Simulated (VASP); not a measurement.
# AlN (e600) (F-43m) in VASP: single point with PBEsol

Aim: the single point of AlN (e600) with PBEsol.

All numbers are computed with VASP 6.6.1; they aren't measurements. Logs are shortened: lines on timing, memory, paths and dates and some standing lists are left out, and cuts for length are marked.

## Step 1: The cell of the first run

The structure is cubic, space group F-43m (No. 216). The conventional cell has a = 4.378 Å, b = 4.378 Å, c = 4.378 Å, α = 90.00°, β = 90.00°, γ = 90.00°. Al (site symmetry -43m) has 4 N at 1.90 Å within 2.5 Å. N (site symmetry -43m) has 4 Al at 1.90 Å within 2.5 Å.

## Step 2: Single point, PBEsol

INCAR reads:

```
PREC = Accurate
ENCUT = 600
EDIFF = 1E-6
ISMEAR = 0
SIGMA = 0.02
LREAL = F
LASPH = T
NELM = 120
ALGO = Normal
ISIF = 2
LWAVE = F
LCHARG = F
GGA = PS
NBANDS = 11
GGA_COMPAT = F
```

KPOINTS reads:

```
Automatic mesh
0
Gamma
  10 10 10
```

POSCAR reads:

```
AlN
1.0
    0.0000000000      2.1888704971      2.1888704971
    2.1888704971      0.0000000000      2.1888704971
    2.1888704971      2.1888704971      0.0000000000
Al N
1 1
Direct
    0.0000000000      0.0000000000      0.0000000000
    0.2500000000      0.2500000000      0.2500000000
```

Potentials or basis: VASP PAW PBE potentials, release 64 (Al, N).

Run with:

```sh
> cat potpaw_PBE.64/Al/POTCAR potpaw_PBE.64/N/POTCAR > POTCAR
> mpirun -np 1 vasp_std > vasp.out
```

OUTCAR:

```text
PREC = Accurate
   ENCUT = 600
   EDIFF = 1E-6
   ISMEAR = 0
   LREAL = F
   LASPH = T
   NELM = 120
   ISIF = 2
   GGA = PS

 ion  position               nearest neighbor table
   1  0.000  0.000  0.000-   2 1.90   2 1.90   2 1.90   2 1.90
   2  0.250  0.250  0.250-   1 1.90   1 1.90   1 1.90   1 1.90

  LATTYP: Found a face centered cubic cell.
 ALAT       =     4.3777409942

  Lattice vectors:

 A1 = (   0.0000000000,   2.1888704971,   2.1888704971)
 A2 = (   2.1888704971,   0.0000000000,   2.1888704971)
 A3 = (   2.1888704971,   2.1888704971,   0.0000000000)

Analysis of symmetry for initial positions (statically):
=====================================================================
 Subroutine PRICEL returns:
 Original cell was already a primitive cell.

 Routine SETGRP: Setting up the symmetry group for a
 face centered cubic supercell.

 Subroutine GETGRP returns: Found 24 space group operations
 (whereof 24 operations were pure point group operations)
 out of a pool of 48 trial point group operations.

The static configuration has the point symmetry T_d .

Analysis of symmetry for dynamics (positions and initial velocities):
=====================================================================
 Subroutine PRICEL returns:
 Original cell was already a primitive cell.

 Routine SETGRP: Setting up the symmetry group for a
 face centered cubic supercell.

 Subroutine GETGRP returns: Found 24 space group operations
 (whereof 24 operations were pure point group operations)
 out of a pool of 48 trial point group operations.

The dynamic configuration has the point symmetry T_d .

 Subroutine INISYM returns: Found 24 space group operations
 (whereof 24 operations are pure point group operations),
 and found     1 'primitive' translations

----------------------------------------------------------------------------------------

                                     Primitive cell

  volume of cell :      20.9744

  direct lattice vectors                    reciprocal lattice vectors
     0.000000000  2.188870497  2.188870497    -0.228428315  0.228428315  0.228428315
     2.188870497  0.000000000  2.188870497     0.228428315 -0.228428315  0.228428315
     2.188870497  2.188870497  0.000000000     0.228428315  0.228428315 -0.228428315

  length of vectors
     3.095530343  3.095530343  3.095530343     0.395649448  0.395649448  0.395649448

  position of ions in fractional coordinates (direct lattice)
     0.000000000  0.000000000  0.000000000
     0.250000000  0.250000000  0.250000000

  ion indices of the primitive-cell ions
   primitive index   ion index
                 1           1
                 2           2

----------------------------------------------------------------------------------------

 KPOINTS: Automatic mesh

Automatic generation of k-mesh.
 Grid dimensions read from file:
 generate k-points for:   10   10   10

 Generating k-lattice:

  Cartesian coordinates                     Fractional coordinates (reciprocal lattice)
    -0.022842832  0.022842832  0.022842832     0.100000000  0.000000000  0.000000000
     0.022842832 -0.022842832  0.022842832     0.000000000  0.100000000  0.000000000
     0.022842832  0.022842832 -0.022842832     0.000000000  0.000000000  0.100000000

  Length of vectors
     0.039564945  0.039564945  0.039564945

  Shift w.r.t. Gamma in fractional coordinates (k-lattice)
     0.000000000  0.000000000  0.000000000

 Subroutine IBZKPT returns following result:
 ===========================================

 Found     47 irreducible k-points:

 Following reciprocal coordinates:
            Coordinates               Weight
  0.000000  0.000000  0.000000      1.000000
  0.100000  0.000000  0.000000      8.000000
  0.200000  0.000000  0.000000      8.000000
  0.300000  0.000000  0.000000      8.000000
  0.400000  0.000000  0.000000      8.000000
  0.500000  0.000000  0.000000      4.000000
[... 16 lines left out ...]
  0.300000  0.300000  0.000000      6.000000
  0.400000  0.300000  0.000000     24.000000
 [... further k-points ...]
   k-points           NKPTS =     47   k-points in BZ     NKDIM =     47   number of bands    NBANDS=     11
   number of dos      NEDOS =    301   number of ions     NIONS =      2
   total plane-waves  NPLWV =  21952
   dimension x,y,z NGX =    28 NGY =   28 NGZ =   28
   dimension x,y,z NGXF=    56 NGYF=   56 NGZF=   56
   ions per type =               1   1
   NGX,Y,Z   is equivalent  to a cutoff of  15.04, 15.04, 15.04 a.u.
   NGXF,Y,Z  is equivalent  to a cutoff of  30.07, 30.07, 30.07 a.u.
 SYSTEM =  unknown system
   PREC   = accura    normal or accurate (medium, high low for compatibility)
   ISTART =      0    job   : 0-new  1-cont  2-samecut
   ICHARG =      2    charge: 1-file 2-atom 10-const
   ISPIN  =      1    spin polarized calculation?
   LNONCOLLINEAR =      F non collinear calculations
   LSORBIT =      F    spin-orbit coupling
   LASPH  =      T    aspherical Exc in radial PAW
   ENCUT  =  600.0 eV  44.10 Ry    6.64 a.u.   6.18  6.18  6.18*2*pi/ulx,y,z
   NELM   =    120;   NELMIN=  2; NELMDL= -5     # of ELM steps
   EDIFF  = 0.1E-05   stopping-criterion for ELM
   LREAL  =      F    real-space projection
   EDIFFG = 0.1E-04   stopping-criterion for IOM
   NSW    =      0    number of steps for IOM
   IBRION =     -1    ionic relax: 0-MD 1-quasi-New 2-CG
   NFREE  =      0    steps in history (QN), initial steepest desc. (CG)
   ISIF   =      2    stress and relaxation
   ISYM   =      2    0-nonsym 1-usesym 2-fastsym
   POTIM  = 0.5000    time-step for ionic-motion
   TEBEG  =    0.0;   TEEND  =   0.0 temperature during run
   PSTRESS=    0.0 pullay stress
   NELECT =       8.0000    total number of electrons
   NUPDOWN=      -1.0000    fix difference up-down
   EMIN   =  10.00;   EMAX   =-10.00  energy-range for DOS
   EFERMI =   0.00;   METHOD = LEGACY
   ISMEAR =     0;   SIGMA  =   0.02  broadening in eV -4-tet -1-fermi 0-gaus
   EFERMI_NEDOS =   21; number of points for ismear=-14 and -15
   IALGO  =     38    algorithm
   IMIX   =      4    mixing-type and parameters
     AMIX     =   0.40;   BMIX     =  1.00
     AMIX_MAG =   1.60;   BMIX_MAG =  1.00
  volume/ion in A,a.u.               =      10.49        70.77
  Fermi-wavevector in a.u.,A,eV,Ry     =   1.187248  2.243573 19.178197  1.409558
  Thomas-Fermi vector in A             =   2.323403
   LORBIT       =      0    0 simple, 1 ext, 2 COOP (PROOUT), +10 PAW based schemes
   GGA     = PS    functional components
   LHFCALC =     F    Hartree Fock is set to
   AEXX    =    0.0000 exact exchange contribution
   IVDW    =     0    specifies the selected vdW correction
   LEPSILON=     F    determine dielectric tensor
   LRPA    =     F    only Hartree local field effects (RPA)
 non-spin polarized calculation
 Gauss-broadening in eV      SIGMA  =   0.02
  energy-cutoff  :      600.00
  volume of cell :       20.97
 maximum number of plane-waves:       725
 NGX is ok and might be reduce to    28
   NGX = 13   NGY = 13   NGZ = 13

 number of electron       7.9999999 magnetization

 Free energy of the ion-electron system (eV)
  ---------------------------------------------------
  ext. energy  EPLUGINS =         0.00000000
  ---------------------------------------------------
  free energy    TOTEN  =       -15.61302764 eV

  energy without entropy =      -15.61302764  energy(sigma->0) =      -15.61302764

 E-fermi :   5.9282     XC(G=0): -11.1001

 val. band max:        5.8149230219   @ k =   0.0000   0.0000   0.0000
 cond. band min:       8.9989698610   @ k =   0.5000   0.5000   0.0000
 fundamental gap:      3.1840468392
 Fermi energy:         5.9281710997

 k-point     1 :       0.0000    0.0000    0.0000
  band No.  band energies     occupation
      1      -9.1050      2.00000
      2       5.8149      2.00000
      3       5.8149      2.00000
      4       5.8149      2.00000
      5       9.8892      0.00000
      6      18.2184      0.00000
      7      18.2184      0.00000
      8      18.2184      0.00000
      9      23.3491      0.00000
     10      23.3491      0.00000
     11      24.6884      0.00000

 k-point     2 :       0.1000    0.0000    0.0000
  band No.  band energies     occupation
      1      -8.9580      2.00000
      2       4.9947      2.00000
      3       5.7631      2.00000
      4       5.7631      2.00000
      5      10.5552      0.00000
      6      17.8279      0.00000
      7      18.3519      0.00000
      8      18.3519      0.00000
      9      22.0784      0.00000
     10      22.0784      0.00000
     11      23.8825      0.00000

 k-point     3 :       0.2000    0.0000    0.0000
  band No.  band energies     occupation
      1      -8.5396      2.00000
      2       3.3832      2.00000
      3       5.6339      2.00000
      4       5.6339      2.00000
      5      11.6755      0.00000
      6      17.0270      0.00000
      7      18.2821      0.00000
      8      18.2821      0.00000
      9      21.5448      0.00000
     10      21.5448      0.00000
     11      23.0112      0.00000

 k-point     4 :       0.3000    0.0000    0.0000
  band No.  band energies     occupation
      1      -7.9305      2.00000
      2       1.7329      2.00000
      3       5.4859      2.00000
      4       5.4859      2.00000
      5      12.5052      0.00000
      6      16.2726      0.00000
      7      17.6233      0.00000
      8      17.6233      0.00000
      9      22.5958      0.00000
     10      22.5958      0.00000
     11      22.8219      0.00000
[... 239 lines left out ...]
 k-point    22 :      -0.2000    0.2000    0.0000
  band No.  band energies     occupation
      1      -7.7306      2.00000
      2       2.0374      2.00000
      3       4.1121      2.00000
      4       5.5601      2.00000
      5      13.2501      0.00000
      6      15.6153      0.00000
      7      17.0549      0.00000
      8      18.1627      0.00000
      9      20.6191      0.00000
     10      24.0453      0.00000
     11      26.9566      0.00000

 k-point    23 :       0.3000    0.3000    0.0000
  band No.  band energies     occupation
      1      -7.5526      2.00000
      2       2.2837      2.00000
      3       4.5690      2.00000
      4       4.5690      2.00000
      5      11.0153      0.00000
      6      15.3460      0.00000
      7      17.5392      0.00000
      8      20.1437      0.00000
      9      20.1437      0.00000
     10      26.0282      0.00000
     11      29.3623      0.00000

 k-point    24 :       0.4000    0.3000    0.0000
  band No.  band energies     occupation
      1      -7.0856      2.00000
      2       1.6474      2.00000
      3       4.1022      2.00000
      4       4.4049      2.00000
      5      10.5999      0.00000
      6      15.1790      0.00000
      7      17.9090      0.00000
      8      20.2295      0.00000
      9      20.7322      0.00000
     10      26.9360      0.00000
     11      29.1623      0.00000

 [... further k-points ...]
[... 5 lines left out ...]
  --------------------------------------------------------------------------------------
  -------------------------------------------------------------------------------------
  Total       -0.0225626     -0.0225626     -0.0225626      0.0000000      0.0000000      0.0000000
  in kB       -1.7234911     -1.7234911     -1.7234911      0.0000000      0.0000000      0.0000000
  external PRESSURE =      -1.7234911 kB  Pullay stress =       0.0000000 kB

 VOLUME and BASIS-vectors are now :
 -----------------------------------------------------------------------------
  energy-cutoff  :      600.00
  volume of cell :       20.97
      direct lattice vectors                 reciprocal lattice vectors
     0.000000000  2.188870497  2.188870497    -0.228428315  0.228428315  0.228428315
     2.188870497  0.000000000  2.188870497     0.228428315 -0.228428315  0.228428315
     2.188870497  2.188870497  0.000000000     0.228428315  0.228428315 -0.228428315

 POSITION                                       TOTAL-FORCE (eV/Angst)
 -----------------------------------------------------------------------------------
      0.00000      0.00000      0.00000        -0.000000     -0.000000     -0.000000
      1.09444      1.09444      1.09444         0.000000      0.000000      0.000000
 -----------------------------------------------------------------------------------
    total drift:                                0.000000      0.000000      0.000000

  FREE ENERGIE OF THE ION-ELECTRON SYSTEM (eV)
  ---------------------------------------------------
  free  energy   TOTEN  =       -15.6130276371 eV

  energy  without entropy=      -15.6130276371  energy(sigma->0) =      -15.61302764
```

Wall time 12 s (1 thread of Intel Xeon 6975P-C, shared host); peak memory 0.15 GiB.

Results:

* Free energy: -15.6130 eV
* Pressure: -0.2 GPa
* Band gap on the k mesh: 3.18 eV, indirect (least direct gap 4.07 eV)

Levels at points of the mesh, in eV from the valence-band top:
| k point | band 2 | band 3 | band 4 | band 5 | band 6 | band 7 |
| --- | --- | --- | --- | --- | --- | --- |
| (0.00, 0.00, 0.00) | 0.00 | 0.00 | 0.00 | 4.07 | 12.40 | 12.40 |
| (0.50, 0.00, 0.00) | -5.88 | -0.48 | -0.48 | 7.23 | 9.72 | 10.99 |
| (0.50, 0.50, 0.00) | -4.93 | -1.78 | -1.78 | 3.18 | 8.44 | 13.78 |

Caveat: the PAW data sets were made with another functional, which shifts forces and pressure a little.
